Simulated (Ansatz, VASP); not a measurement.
HfN in VASP and in Ansatz

```
Hf N
1.0
     0.00000    2.23076    2.25900
     2.28724    0.00000    2.25900
     2.28724    2.23076    0.00000
Hf N
1 1
Direct
  0.00000 0.00000 0.00000
  0.50000 0.50000 0.50000
```

Change from the starting cell: strain +0.0125 x Voigt [1, -1, 0, 0, 0, 0], atoms carried along.

Alike in both runs: task single point; functional PBEsol; k mesh 18 × 18 × 18; occupations gaussian, width 0.15 eV; no spin polarisation.

|  | VASP | Ansatz |
| --- | --- | --- |
| version | VASP 6.6.1 | Ansatz 0.2.0 |
| potentials or method | VASP PAW PBE potentials, release 64 (Hf_pv, N), cutoff 520 eV | scalar-relativistic, plane waves, PAW |
| valence electrons in the cell | 15 | 31 |

Ansatz gave:

- gap on the k mesh at the Fermi level (eV): none
- pressure (GPa): -2.7
- traceless stress, the component that is largest in VASP (GPa): 6.12

Question: Which values does VASP return?

Answer: gap on the k mesh at the Fermi level (eV): none; pressure (GPa): -4.8; traceless stress, the component that is largest in VASP (GPa): 6.08.

VASP's potentials were made for PBE, not for PBEsol. A gap of «none» marks a metal or a gap that the smearing closes. VASP's potentials hold 15 valence electrons a cell and Ansatz's 31, so a difference there can come from the potentials and not from the codes.

Neither program's run includes spin-orbit coupling.
